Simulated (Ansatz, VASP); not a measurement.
**Two plane-wave programs on Si2Br**

INCAR

```
PREC     = Accurate       # precision mode
ENCUT    = 600            # plane-wave cutoff, eV
EDIFF    = 1E-6           # SCF threshold, eV
ISMEAR   = 0              # smearing method
SIGMA    = 0.1            # smearing width, eV
LREAL    = False          # projectors in reciprocal space
LASPH    = True           # aspherical terms in the spheres
NELM     = 100            # most SCF steps
ALGO     = Normal         # electronic algorithm
ISIF     = 3              # what is computed and relaxed
LWAVE    = False          # write WAVECAR
LCHARG   = False          # write CHGCAR
GGA      = PE             # functional
IBRION   = 2              # ionic algorithm
NSW      = 100            # ionic steps
EDIFFG   = -0.01          # ionic threshold
```

The input KPOINTS:

```
regular mesh
0
Gamma
  8 8 6
```

Contents of POSCAR:

```
Si2Br
1.0
    5.2617145023      0.0000000000      0.0000000000
    0.0000000000      5.2617145023      0.0000000000
    0.0000000000      0.0000000000      7.1471567144
Si Br
4 2
Direct
    0.5000000000      0.0000000000      0.6672363771
    0.0000000000      0.5000000000      0.8327636229
    0.0000000000      0.5000000000      0.1672363771
    0.5000000000      0.0000000000      0.3327636229
    0.5000000000      0.5000000000      0.7500000000
    0.5000000000      0.5000000000      0.2500000000
```

Input for Ansatz:

```yaml
crystal:
  lattice:
    - [5.2617145023, 0.0, 0.0]
    - [0.0, 5.2617145023, 0.0]
    - [0.0, 0.0, 7.1471567144]
  atoms:
    - { symbol: Si, position: [0.5, 0.0, 0.6672363771] }
    - { symbol: Si, position: [0.0, 0.5, 0.8327636229] }
    - { symbol: Si, position: [0.0, 0.5, 0.1672363771] }
    - { symbol: Si, position: [0.5, 0.0, 0.3327636229] }
    - { symbol: Br, position: [0.5, 0.5, 0.75] }
    - { symbol: Br, position: [0.5, 0.5, 0.25] }
basis:
  ecutwfc: 420
kpoints:
  mp_grid: { grid: [8, 8, 6] }
hamiltonian:
  xc: pbe
scf:
  occupations: { method: gaussian, width: 0.1 }
output:
  forces: true
  stress: true
  eigenvalues: true
relax:
  adjacent_minimum: "off"
  f_tol: 0.01
  max_steps: 80
  cell: { stress_tol: 0.05 }
```

Alike in both runs: task relaxation of cell and atoms; functional PBE; k mesh 8 × 8 × 6; occupations gaussian, width 0.1 eV; no spin polarisation.

|  | VASP | Ansatz |
| --- | --- | --- |
| version | VASP 6.6.1 | Ansatz 0.2.0 |
| potentials or method | VASP PAW PBE potentials, release 64 (Si, Br), cutoff 600 eV | scalar-relativistic, plane waves, PAW |
| valence electrons in the cell | 30 | 30 |

|  | VASP | Ansatz | Ansatz less VASP |
| --- | --- | --- | --- |
| gap on the k mesh at the Fermi level, each at its own relaxed structure (eV) | none | none | - |
| relaxed volume (Å³/atom) | 32.98 | 32.98 | 0.000 |
| relaxed length of the cell vector where the two differ most in proportion (Å) | 7.147 | 7.147 | 0.0000 |

A gap of «none» marks a metal or a gap that the smearing closes.

Noted on VASP's run: the relaxation stopped at its first step, so nothing moved.
